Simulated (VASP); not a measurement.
Write the native input for VASP 6.6.1 that does the following.

| Item | Value |
| --- | --- |
| Task | single point |
| Functional | r2SCAN |
| Potentials or basis | VASP PAW PBE potentials, release 64 (Ca_sv, S) |
| Cutoff | 550 eV |
| k mesh | 6 × 6 × 6 |
| Occupations | gaussian, width 0.01 eV |
| Spin | no spin polarisation |
| Dipole correction | no |
| Further INCAR settings | ALGO = Normal; EDIFF = 1e-06; NBANDS = 15 |

CaS (Oldhamite):

```
Ca S
1.0
     0.00000    2.84794    2.84794
     2.84794    0.00000    2.84794
     2.84794    2.84794    0.00000
Ca S
1 1
Direct
  0.00000 0.00000 0.00000
  0.50000 0.50000 0.50000
```

One way to write it, as run:

POSCAR

```
CaS
1.0
    0.0000000000      2.8479357442      2.8479357442
    2.8479357442      0.0000000000      2.8479357442
    2.8479357442      2.8479357442      0.0000000000
Ca S
1 1
Direct
    0.0000000000      0.0000000000      0.0000000000
    0.5000000000      0.5000000000      0.5000000000
```

INCAR.step1

```
SYSTEM = CaS
ALGO = Normal
EDIFF = 1E-5
ENCUT = 550
GGA = PE
GGA_COMPAT = .False.
ISMEAR = 0
LASPH = .True.
LCHARG = .False.
LREAL = .False.
LWAVE = .True.
NBANDS = 15
NELM = 120
PREC = Accurate
SIGMA = 0.01
```

INCAR.step2

```
SYSTEM = CaS
ALGO = Normal
EDIFF = 1E-6
ENCUT = 550
GGA_COMPAT = .False.
ISIF = 2
ISMEAR = 0
ISTART = 1
LASPH = .True.
LCHARG = .False.
LMIXTAU = .True.
LREAL = .False.
LWAVE = .False.
METAGGA = R2SCAN
NBANDS = 15
NELM = 120
PREC = Accurate
SIGMA = 0.01
```

KPOINTS

```
k-points
0
Gamma
  6 6 6
  0 0 0
```

Potentials or basis: VASP PAW PBE potentials, release 64 (Ca_sv, S).

Run with:

```bash
$ cat potpaw_PBE.64/Ca_sv/POTCAR potpaw_PBE.64/S/POTCAR > POTCAR
$ cp INCAR.step1 INCAR
$ mpirun -np 1 vasp_std > vasp.out
$ cp INCAR.step2 INCAR
$ mpirun -np 1 vasp_std > vasp.out
```

It gave:

| Item | Value |
| --- | --- |
| Pressure | 0.3 GPa |
| Band gap on the k mesh | 2.80 eV, indirect (least direct gap 3.63 eV) |

Caveat: the PAW data sets were made with another functional, which shifts forces and pressure a little.

Wall time 71 s on 1 thread of Intel Xeon 6975P-C, with other jobs on the host, peak memory 0.19 GiB.
